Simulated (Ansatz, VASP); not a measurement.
## CaBe: VASP beside Ansatz

```
Ca Be
1.0
     3.48497    0.00000    0.00000
     0.00000    2.46435    2.46435
     0.00000   -2.46435    2.46435
Ca Be
1 1
Direct
  0.50000 0.75000 0.75000
  0.00000 0.25000 0.25000
```

Alike in both runs: functional PBEsol; k mesh 12 × 12 × 12; occupations fermi-dirac, width 0.15 eV; no spin polarisation.

Ansatz relaxed the structure, and its values are those at the end. VASP's run is a single point on that final structure, the one shown.

```csv
,VASP,Ansatz
version,VASP 6.6.1,Ansatz 0.2.0
potentials or method,"VASP PAW PBE potentials, release 64 (Ca_sv, Be), cutoff 520 eV","scalar-relativistic, plane waves, PAW"
valence electrons in the cell,12,12
```

VASP gave:

```
gap on the k mesh at the Fermi level (eV) : none
pressure (GPa)                            : 0.1
```

Q: What did Ansatz give for the same quantities?

A: gap on the k mesh at the Fermi level (eV): none; pressure (GPa): 0.0.

VASP's potentials were made for PBE, not for PBEsol. A gap of «none» marks a metal or a gap that the smearing closes. Ansatz's warnings: near symmetry operations not taken.
